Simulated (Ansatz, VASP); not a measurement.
# SiO2: VASP beside Ansatz

File INCAR:

```
  PREC = Accurate
  ENCUT = 520
  EDIFF = 1E-6
  ISMEAR = 0
  SIGMA = 0.05
  LREAL = False
  LASPH = True
  NELM = 60
  ALGO = Normal
  ISIF = 2
  LWAVE = False
  LCHARG = False
  NBANDS = 25
```

Contents of KPOINTS:

```
regular mesh
0
Gamma
  6 6 10
```

POSCAR

```
SiO2
1.0
    4.0645600111      0.0000000000      0.0000000000
    0.0000000000      4.0645600111      0.0000000000
    0.0000000000      0.0000000000      2.6032877029
Si O
2 4
Direct
    0.5000000000      0.5000000000      0.5000000000
    0.0000000000      0.0000000000      0.0000000000
    0.6944252994      0.6944252994      0.0000000000
    0.1944252994      0.8055747006      0.5000000000
    0.3055747006      0.3055747006      0.0000000000
    0.8055747006      0.1944252994      0.5000000000
```

Input for Ansatz:

```yaml
crystal:
  lattice:
    - [4.0645600111, 0.0, 0.0]
    - [0.0, 4.0645600111, 0.0]
    - [0.0, 0.0, 2.6032877029]
  atoms:
    - { symbol: Si, position: [0.5, 0.5, 0.5] }
    - { symbol: Si, position: [0.0, 0.0, 0.0] }
    - { symbol: O, position: [0.6944252994, 0.6944252994, 0.0] }
    - { symbol: O, position: [0.1944252994, 0.8055747006, 0.5] }
    - { symbol: O, position: [0.3055747006, 0.3055747006, 0.0] }
    - { symbol: O, position: [0.8055747006, 0.1944252994, 0.5] }
basis:
  ecutwfc: 520.0
kpoints:
  mp_grid: { grid: [6, 6, 10] }
hamiltonian:
  xc: lda
  pseudopotentials: { kind: paw, azcp: { folder: soft_1 } }
scf:
  occupations: { method: gaussian, width: 0.05 }
output:
  forces: true
  stress: true
  eigenvalues: true
```

Alike in both runs: task single point; functional LDA; k mesh 6 × 6 × 10; occupations gaussian, width 0.05 eV; no spin polarisation.

|  | VASP | Ansatz |
| --- | --- | --- |
| version | VASP 6.6.1 | Ansatz 0.2.0 |
| potentials or method | VASP PAW LDA potentials, release 64 (Si, O), cutoff 520 eV | scalar-relativistic, plane waves, PAW |
| valence electrons in the cell | 32 | 32 |

|  | VASP | Ansatz | Ansatz less VASP |
| --- | --- | --- | --- |
| gap on the k mesh at the Fermi level (eV) | 6.65 | 6.70 | +0.048 |
| least direct gap on the mesh (eV) | 6.65 | 6.70 | +0.048 |
| pressure (GPa) | 26.9 | 25.6 | -1.32 |
| traceless stress, the component that is largest in VASP (GPa) | 4.07 | 3.30 | -0.771 |
| rms of the force components (eV/Å) | 0.239 | 0.220 | -0.0184 |

Ansatz warns that its potentials were made for another functional, while VASP's fit it. LDA's correlation is that of Perdew and Zunger in VASP and of Perdew and Wang (1992) in Ansatz. Atom by atom the forces differ by 0.018 eV/Å (rms over components).
